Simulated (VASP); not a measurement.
# AlCo (Pm-3m) in VASP: settings compared

AlCo is run at these levels: LDA, PBE, r2SCAN; tasks: relaxation of cell and atoms.

Program: VASP 6.6.1. These are calculated values, not measurements. Logs are shortened: lines on timing, memory, paths and dates and some standing lists are left out, and cuts for length are marked.

## Step 1: The cell of the first run

Symmetry: Pm-3m, No. 221, cubic system. Conventional cell: a = 2.819 Å, b = 2.819 Å, c = 2.819 Å, α = 90.00°, β = 90.00°, γ = 90.00°. Al (site symmetry m-3m) has 8 Co at 2.44 Å and 6 Al at 2.82 Å within 3.2 Å. Within 3.2 Å of Co (site symmetry m-3m) lie 8 Al at 2.44 Å and 6 Co at 2.82 Å.

## Step 2: Relaxation of cell and atoms, LDA, collinear spin, ferromagnetic start

The input, INCAR:

```
SYSTEM = AlCo
PREC     = Accurate       ! precision mode
ENCUT    = 600            ! plane-wave cutoff, eV
EDIFF    = 1E-6           ! SCF threshold, eV
ISMEAR   = -1             ! smearing method
SIGMA    = 0.05           ! smearing width, eV
LREAL    = .False.        ! projectors in reciprocal space
LASPH    = .True.         ! aspherical terms in the spheres
NELM     = 150            ! most SCF steps
ALGO     = Normal         ! electronic algorithm
ISIF     = 3              ! what is computed and relaxed
LWAVE    = .False.        ! write WAVECAR
LCHARG   = .False.        ! write CHGCAR
ISPIN    = 2              ! spin polarisation
MAGMOM   = 0 2.5          ! initial moments
LORBIT   = 11             ! projections on sites
LMAXMIX  = 4              ! l up to which the mixer works
IBRION   = 2              ! ionic algorithm
NSW      = 80             ! ionic steps
EDIFFG   = -0.01          ! ionic threshold
```

The input, KPOINTS:

```
Automatic mesh
0
Gamma
  10 10 10
  0 0 0
```

The input, POSCAR:

```
AlCo
1.0
    2.8194030000      0.0000000000      0.0000000000
    0.0000000000      2.8194030000      0.0000000000
    0.0000000000      0.0000000000      2.8194030000
Al Co
1 1
Direct
    0.0000000000      0.0000000000      0.0000000000
    0.5000000000      0.5000000000      0.5000000000
```

Potentials or basis: VASP PAW LDA potentials, release 64 (Al, Co).

The run is started by

```sh
$ cat potpaw_LDA.64/Al/POTCAR potpaw_LDA.64/Co/POTCAR > POTCAR
$ mpirun -np 1 vasp_std > vasp.out
```

OUTCAR:

```text
SYSTEM = AlCo
   PREC = Accurate
   ENCUT = 600
   EDIFF = 1E-6
   ISMEAR = -1
   LREAL = .False.
   LASPH = .True.
   NELM = 150
   ISIF = 3
   ISPIN = 2
   LORBIT = 11
   IBRION = 2
   NSW = 80
   EDIFFG = -0.01

 ion  position               nearest neighbor table
   1  0.000  0.000  0.000-   2 2.44   2 2.44   2 2.44   2 2.44   2 2.44   2 2.44   2 2.44   2 2.44

   2  0.500  0.500  0.500-   1 2.44   1 2.44   1 2.44   1 2.44   1 2.44   1 2.44   1 2.44   1 2.44

  LATTYP: Found a simple cubic cell.
 ALAT       =     2.8194030000

  Lattice vectors:

 A1 = (   2.8194030000,   0.0000000000,   0.0000000000)
 A2 = (   0.0000000000,   2.8194030000,   0.0000000000)
 A3 = (   0.0000000000,   0.0000000000,   2.8194030000)

Analysis of symmetry for initial positions (statically):
=====================================================================
 Subroutine PRICEL returns:
 Original cell was already a primitive cell.

 Routine SETGRP: Setting up the symmetry group for a
 simple cubic supercell.

 Subroutine GETGRP returns: Found 48 space group operations
 (whereof 48 operations were pure point group operations)
 out of a pool of 48 trial point group operations.

The static configuration has the point symmetry O_h .

Analysis of symmetry for dynamics (positions and initial velocities):
=====================================================================
 Subroutine PRICEL returns:
 Original cell was already a primitive cell.

 Routine SETGRP: Setting up the symmetry group for a
 simple cubic supercell.

 Subroutine GETGRP returns: Found 48 space group operations
 (whereof 48 operations were pure point group operations)
 out of a pool of 48 trial point group operations.

The dynamic configuration has the point symmetry O_h .

Analysis of structural, dynamic, and magnetic symmetry:
=====================================================================
 Subroutine PRICEL returns:
 Original cell was already a primitive cell.

 Routine SETGRP: Setting up the symmetry group for a
 simple cubic supercell.

 Subroutine GETGRP returns: Found 48 space group operations
 (whereof 48 operations were pure point group operations)
 out of a pool of 48 trial point group operations.

The overall configuration has the point symmetry O_h .

 Subroutine INISYM returns: Found 48 space group operations
 (whereof 48 operations are pure point group operations),
 and found     1 'primitive' translations

----------------------------------------------------------------------------------------

                                     Primitive cell

  volume of cell :      22.4115

  direct lattice vectors                    reciprocal lattice vectors
     2.819403000  0.000000000  0.000000000     0.354685017  0.000000000  0.000000000
     0.000000000  2.819403000  0.000000000     0.000000000  0.354685017  0.000000000
     0.000000000  0.000000000  2.819403000     0.000000000  0.000000000  0.354685017

  length of vectors
     2.819403000  2.819403000  2.819403000     0.354685017  0.354685017  0.354685017

  position of ions in fractional coordinates (direct lattice)
     0.000000000  0.000000000  0.000000000
     0.500000000  0.500000000  0.500000000

  ion indices of the primitive-cell ions
   primitive index   ion index
                 1           1
                 2           2

----------------------------------------------------------------------------------------

 KPOINTS: Automatic mesh

Automatic generation of k-mesh.
 Grid dimensions read from file:
 generate k-points for:   10   10   10

 Generating k-lattice:

  Cartesian coordinates                     Fractional coordinates (reciprocal lattice)
     0.035468502  0.000000000  0.000000000     0.100000000  0.000000000  0.000000000
     0.000000000  0.035468502  0.000000000     0.000000000  0.100000000  0.000000000
     0.000000000  0.000000000  0.035468502     0.000000000  0.000000000  0.100000000

  Length of vectors
     0.035468502  0.035468502  0.035468502

  Shift w.r.t. Gamma in fractional coordinates (k-lattice)
     0.000000000  0.000000000  0.000000000

 Subroutine IBZKPT returns following result:
 ===========================================

 Found     56 irreducible k-points:

 Following reciprocal coordinates:
            Coordinates               Weight
  0.000000  0.000000  0.000000      1.000000
  0.100000  0.000000  0.000000      6.000000
  0.200000  0.000000  0.000000      6.000000
  0.300000  0.000000  0.000000      6.000000
  0.400000  0.000000  0.000000      6.000000
  0.500000  0.000000  0.000000      3.000000
[... 16 lines left out ...]
  0.200000  0.100000  0.100000     24.000000
  0.300000  0.100000  0.100000     24.000000
 [... further k-points ...]
   k-points           NKPTS =     56   k-points in BZ     NKDIM =     56   number of bands    NBANDS=     11
   number of dos      NEDOS =    301   number of ions     NIONS =      2
   total plane-waves  NPLWV =  13824
   dimension x,y,z NGX =    24 NGY =   24 NGZ =   24
   dimension x,y,z NGXF=    48 NGYF=   48 NGZF=   48
   ions per type =               1   1
   NGX,Y,Z   is equivalent  to a cutoff of  14.15, 14.15, 14.15 a.u.
   NGXF,Y,Z  is equivalent  to a cutoff of  28.30, 28.30, 28.30 a.u.
 SYSTEM =  AlCo
   PREC   = accura    normal or accurate (medium, high low for compatibility)
   ISTART =      0    job   : 0-new  1-cont  2-samecut
   ICHARG =      2    charge: 1-file 2-atom 10-const
   ISPIN  =      2    spin polarized calculation?
   LNONCOLLINEAR =      F non collinear calculations
   LSORBIT =      F    spin-orbit coupling
   LASPH  =      T    aspherical Exc in radial PAW
   ENCUT  =  600.0 eV  44.10 Ry    6.64 a.u.   5.63  5.63  5.63*2*pi/ulx,y,z
   NELM   =    150;   NELMIN=  2; NELMDL= -5     # of ELM steps
   EDIFF  = 0.1E-05   stopping-criterion for ELM
   LREAL  =      F    real-space projection
   EDIFFG = -.1E-01   stopping-criterion for IOM
   NSW    =     80    number of steps for IOM
   IBRION =      2    ionic relax: 0-MD 1-quasi-New 2-CG
   NFREE  =      1    steps in history (QN), initial steepest desc. (CG)
   ISIF   =      3    stress and relaxation
   ISYM   =      2    0-nonsym 1-usesym 2-fastsym
   POTIM  = 0.5000    time-step for ionic-motion
   TEBEG  =    0.0;   TEEND  =   0.0 temperature during run
   PSTRESS=    0.0 pullay stress
   NELECT =      12.0000    total number of electrons
   NUPDOWN=      -1.0000    fix difference up-down
   EMIN   =  10.00;   EMAX   =-10.00  energy-range for DOS
   EFERMI =   0.00;   METHOD = LEGACY
   ISMEAR =    -1;   SIGMA  =   0.05  broadening in eV -4-tet -1-fermi 0-gaus
   EFERMI_NEDOS =   21; number of points for ismear=-14 and -15
   IALGO  =     38    algorithm
   IMIX   =      4    mixing-type and parameters
     AMIX     =   0.40;   BMIX     =  1.00
     AMIX_MAG =   1.60;   BMIX_MAG =  1.00
  volume/ion in A,a.u.               =      11.21        75.62
  Fermi-wavevector in a.u.,A,eV,Ry     =   1.329367  2.512139 24.044427  1.767215
  Thomas-Fermi vector in A             =   2.458534
   LORBIT       =     11    0 simple, 1 ext, 2 COOP (PROOUT), +10 PAW based schemes
   GGA     = CA    functional components
   LHFCALC =     F    Hartree Fock is set to
   AEXX    =    0.0000 exact exchange contribution
   IVDW    =     0    specifies the selected vdW correction
   LEPSILON=     F    determine dielectric tensor
   LRPA    =     F    only Hartree local field effects (RPA)
 conjugate gradient relaxation of ions
 spin polarized calculation
  energy-cutoff  :      600.00
  volume of cell :       22.41
 maximum number of plane-waves:       768
 NGX is ok and might be reduce to    24
   NGX = 11   NGY = 11   NGZ = 11

--------------------------------------- Ionic step        1  -------------------------------------------

 number of electron      11.9999996 magnetization      -0.0001452

 number of electron      11.9999996 magnetization       0.0005966

 Free energy of the ion-electron system (eV)
  ---------------------------------------------------
  ext. energy  EPLUGINS =         0.00000000
  ---------------------------------------------------
  free energy    TOTEN  =       -13.70430747 eV

  energy without entropy =      -13.69787830  energy(sigma->0) =      -13.70109288

------------------------ aborting loop because EDIFF is reached ----------------------------------------

  FORCE on cell =-STRESS in cart. coord.  units (eV):
  Direction    XX          YY          ZZ          XY          YZ          ZX
  --------------------------------------------------------------------------------------
  -------------------------------------------------------------------------------------
  Total       -0.7108040     -0.7108040     -0.7108040      0.0000000     -0.0000000      0.0000000
  in kB      -50.8146533    -50.8146533    -50.8146533      0.0000000     -0.0000000      0.0000000
  external PRESSURE =     -50.8146533 kB  Pullay stress =       0.0000000 kB
[... 61 lines left out ...]
--------------------------------------- Ionic step        3  -------------------------------------------

 number of electron      12.0000001 magnetization      -0.0000005

 number of electron      12.0000001 magnetization       0.0000015

 Free energy of the ion-electron system (eV)
  ---------------------------------------------------
  ext. energy  EPLUGINS =         0.00000000
  ---------------------------------------------------
  free energy    TOTEN  =       -13.71384133 eV

  energy without entropy =      -13.70796071  energy(sigma->0) =      -13.71090102

 E-fermi :  11.0781     XC(G=0): -12.8017

 val. band max:       11.0306485608   @ k =   0.4000   0.4000   0.4000
 cond. band min:      11.1503651753   @ k =   0.5000   0.3000   0.0000
 fundamental gap:      0.1197166145
 Fermi energy:        11.0780800095

 spin component 1

 k-point     1 :       0.0000    0.0000    0.0000
  band No.  band energies     occupation
      1      -0.3057      1.00000
      2       7.8382      1.00000
      3       7.8382      1.00000
      4      10.2187      1.00000
      5      10.2187      1.00000
      6      10.2187      1.00000
      7      17.3478      0.00000
      8      17.3478      0.00000
      9      17.3478      0.00000
     10      20.1687      0.00000
     11      20.1687      0.00000
[... 309 lines left out ...]
 k-point    24 :       0.3000    0.1000    0.1000
  band No.  band energies     occupation
      1       1.7892      1.00000
      2       7.2326      1.00000
      3       8.2687      1.00000
      4       9.4050      1.00000
      5       9.5112      1.00000
      6      10.0969      1.00000
      7      12.3393      0.00000
      8      17.3741      0.00000
      9      18.4203      0.00000
     10      22.0557      0.00000
     11      25.2662      0.00000

 [... further k-points ...]

 spin component 2

 k-point     1 :       0.0000    0.0000    0.0000
  band No.  band energies     occupation
      1      -0.3057      1.00000
      2       7.8382      1.00000
      3       7.8382      1.00000
      4      10.2187      1.00000
      5      10.2187      1.00000
      6      10.2187      1.00000
      7      17.3478      0.00000
      8      17.3478      0.00000
      9      17.3478      0.00000
     10      20.1687      0.00000
     11      20.1687      0.00000
[... 351 lines left out ...]
  FREE ENERGIE OF THE ION-ELECTRON SYSTEM (eV)
  ---------------------------------------------------
  free  energy   TOTEN  =       -13.7138413320 eV

  energy  without entropy=      -13.7079607051  energy(sigma->0) =      -13.71090102

 reached required accuracy - stopping structural energy minimisation

 total charge

# of ion       s       p       d       tot
------------------------------------------
    1        0.407   0.460   0.000   0.867
    2        0.459   0.554   7.576   8.590
--------------------------------------------------
tot          0.866   1.014   7.576   9.457

 magnetization (x)

# of ion       s       p       d       tot
------------------------------------------
    1       -0.000  -0.000   0.000  -0.000
    2       -0.000   0.000  -0.000  -0.000
--------------------------------------------------
tot         -0.000  -0.000  -0.000  -0.000
```

Run time: 18 s. Hardware: 1 thread of Intel Xeon 6975P-C (Granite Rapids), shared host; peak memory 0.16 GiB.

Results:

```
Free energy                                           : -13.7138 eV
Relaxed volume                                        : 10.91 Å³/atom
Relaxed cell                                          : a = 2.795 Å, b = 2.795 Å, c = 2.795 Å, α = 90.00°, β = 90.00°, γ = 90.00°
Space group after relaxing (to 0.1 Å)                 : Pm-3m (No. 221)
Energy gained by relaxing                             : 4.8 meV/atom
Ionic steps                                           : 3
Pressure after relaxing                               : 0.0 GPa
Band gap on the k mesh                                : zero (filled and empty bands overlap)
Net moment                                            : 0.00 μB per cell
Valence electrons inside the program's atomic spheres : Al 0.87; Co 8.59
```

Step by step:
```
step  energy change (eV)  largest force (eV/Å)  pressure (GPa)  volume (Å³)
   1              0.0000                0.0000           -5.08        22.41
   2              0.0000                0.0000            5.75        21.28
   3             -0.0095                0.0000            0.00        21.83
```

Final structure:
```yaml
crystal:
  lattice:
    - [2.79478, 0.00000, 0.00000]
    - [0.00000, 2.79478, 0.00000]
    - [0.00000, 0.00000, 2.79478]
  atoms:
    - { symbol: Al, position: [0.00000, 0.00000, 0.00000] }
    - { symbol: Co, position: [0.50000, 0.50000, 0.50000] }
```

Levels at points of the mesh, in eV from the Fermi level:
Spin up:
```
           k point  band 2  band 3  band 4  band 5  band 6  band 7  band 8  band 9  band 10  band 11
(0.00, 0.00, 0.00)   -3.24   -3.24   -0.86   -0.86   -0.86    6.27    6.27    6.27     9.09     9.09
(0.50, 0.00, 0.00)   -6.86   -2.61   -1.81   -1.81   -0.73    0.20    8.58   10.94    10.94    12.26
(0.50, 0.50, 0.00)   -3.29   -2.71   -2.71   -1.59   -1.59   -0.28    2.61    3.88    13.32    16.42
(0.50, 0.50, 0.50)   -4.16   -4.16   -0.23   -0.23    2.46    2.46    2.46    4.61     5.75     5.75
```
Spin down:
| k point | band 3 | band 4 | band 5 | band 6 | band 7 | band 8 | band 9 | band 10 |
| --- | --- | --- | --- | --- | --- | --- | --- | --- |
| (0.00, 0.00, 0.00) | -3.24 | -0.86 | -0.86 | -0.86 | 6.27 | 6.27 | 6.27 | 9.09 |
| (0.50, 0.00, 0.00) | -2.61 | -1.81 | -1.81 | -0.73 | 0.20 | 8.58 | 10.94 | 10.94 |
| (0.50, 0.50, 0.00) | -2.71 | -2.71 | -1.59 | -1.59 | -0.28 | 2.61 | 3.88 | 13.32 |
| (0.50, 0.50, 0.50) | -4.16 | -0.23 | -0.23 | 2.46 | 2.46 | 2.46 | 4.61 | 5.75 |

Caveat: the moments typed at the start vanished in this run.

## Step 3: Relaxation of cell and atoms, PBE, collinear spin, ferromagnetic start

The input, INCAR:

```
SYSTEM = AlCo
  PREC = Accurate
  ENCUT = 600
  EDIFF = 1E-6
  ISMEAR = -1
  SIGMA = 0.05
  LREAL = .False.
  LASPH = .True.
  NELM = 150
  ALGO = Normal
  ISIF = 3
  LWAVE = .False.
  LCHARG = .False.
  ISPIN = 2
  MAGMOM = 0 2.5
  LORBIT = 11
  LMAXMIX = 4
  GGA = PE
  IBRION = 2
  NSW = 80
  EDIFFG = -0.01
```

The input, KPOINTS:

```
regular mesh
0
Gamma
  10 10 10
  0 0 0
```

POSCAR is that of step 2.

Potentials or basis: VASP PAW PBE potentials, release 64 (Al, Co).

The run is started by

```sh
$ cat potpaw_PBE.64/Al/POTCAR potpaw_PBE.64/Co/POTCAR > POTCAR
$ mpirun -np 1 vasp_std > vasp.out
```

It took 34 s on 1 thread of Intel Xeon 6975P-C (Granite Rapids), shared host; peak memory 0.17 GiB.

It converged, with:

```
Free energy                                           : -11.9929 eV
Relaxed volume                                        : 11.59 Å³/atom
Relaxed cell                                          : a = 2.851 Å, b = 2.851 Å, c = 2.851 Å, α = 90.00°, β = 90.00°, γ = 90.00°
Space group after relaxing (to 0.1 Å)                 : Pm-3m (No. 221)
Energy gained by relaxing                             : 7.5 meV/atom
Ionic steps                                           : 6
Pressure after relaxing                               : 0.0 GPa
Band gap on the k mesh                                : zero (filled and empty bands overlap)
Net moment                                            : 0.00 μB per cell
Valence electrons inside the program's atomic spheres : Al 0.82; Co 8.45
```

Step by step:
```tsv
step	energy change (eV)	largest force (eV/Å)	pressure (GPa)	volume (Å³)
1	0.0000	0.0000	6.63	22.41
2	-0.0015	0.0000	-5.41	23.95
3	-0.0150	0.0000	0.24	23.17
4	-0.0150	0.0000	-0.22	23.21
5	-0.0150	0.0000	0.19	23.16
6	-0.0150	0.0000	0.01	23.18
```

Final structure:
```xyz
2
Lattice="2.8511 0.0000 0.0000 0.0000 2.8511 0.0000 0.0000 0.0000 2.8511" Properties=species:S:1:pos:R:3 pbc="T T T"
Al    0.0000    0.0000    0.0000
Co    1.4256    1.4256    1.4256
```

Levels at points of the mesh, in eV from the Fermi level:
Spin up:
| k point | band 4 | band 5 | band 6 | band 7 | band 8 | band 9 |
| --- | --- | --- | --- | --- | --- | --- |
| (0.00, 0.00, 0.00) | -0.83 | -0.83 | -0.83 | 5.98 | 5.98 | 5.98 |
| (0.50, 0.00, 0.00) | -1.70 | -1.70 | -0.72 | 0.19 | 8.42 | 10.62 |
| (0.50, 0.50, 0.00) | -2.66 | -1.49 | -1.49 | -0.23 | 2.43 | 3.45 |
| (0.50, 0.50, 0.50) | -0.19 | -0.19 | 2.40 | 2.40 | 2.40 | 4.12 |
Spin down:
```tsv
k point	band 4	band 5	band 6	band 7	band 8	band 9
(0.00, 0.00, 0.00)	-0.83	-0.83	-0.83	5.98	5.98	5.98
(0.50, 0.00, 0.00)	-1.70	-1.70	-0.72	0.19	8.42	10.62
(0.50, 0.50, 0.00)	-2.66	-1.49	-1.49	-0.23	2.43	3.45
(0.50, 0.50, 0.50)	-0.19	-0.19	2.40	2.40	2.40	4.12
```

Caveat: the moments typed at the start vanished in this run.

(Continued in part 2 of 2.)

The gap in the log of VASP goes by the Fermi energy; the results here count the filled bands.